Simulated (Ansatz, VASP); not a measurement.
**MgO in VASP and in Ansatz**

```
CELL_PARAMETERS angstrom
0.00000 2.13515 2.13515
2.03907 0.00000 2.13515
2.03907 2.13515 0.00000
ATOMIC_POSITIONS crystal
Mg 0.00000 0.00000 0.00000
O 0.50000 0.50000 0.50000
```

Change from the starting cell: strain -0.0450 x Voigt [1, 0, 0, 0, 0, 0], atoms carried along.

Alike in both runs: task single point; functional r2SCAN; k mesh 10 × 10 × 10; occupations gaussian, width 0.05 eV; no spin polarisation.

```csv
,VASP,Ansatz
version,VASP 6.6.1,Ansatz 0.2.0
potentials or method,"VASP PAW PBE potentials, release 64 (Mg, O), cutoff 520 eV","scalar-relativistic, plane waves, PAW"
valence electrons in the cell,8,16
```

```tsv
	VASP	Ansatz	Ansatz less VASP
gap on the k mesh at the Fermi level (eV)	5.60	5.63	+0.025
least direct gap on the mesh (eV)	5.60	5.63	+0.025
pressure (GPa)	-0.5	0.6	+1.12
traceless stress, the component that is largest in VASP (GPa)	7.23	7.23	-0.001
```

VASP's potentials were made for PBE, not for r2SCAN. VASP's potentials hold 8 valence electrons a cell and Ansatz's 16, so a difference there can come from the potentials and not from the codes.
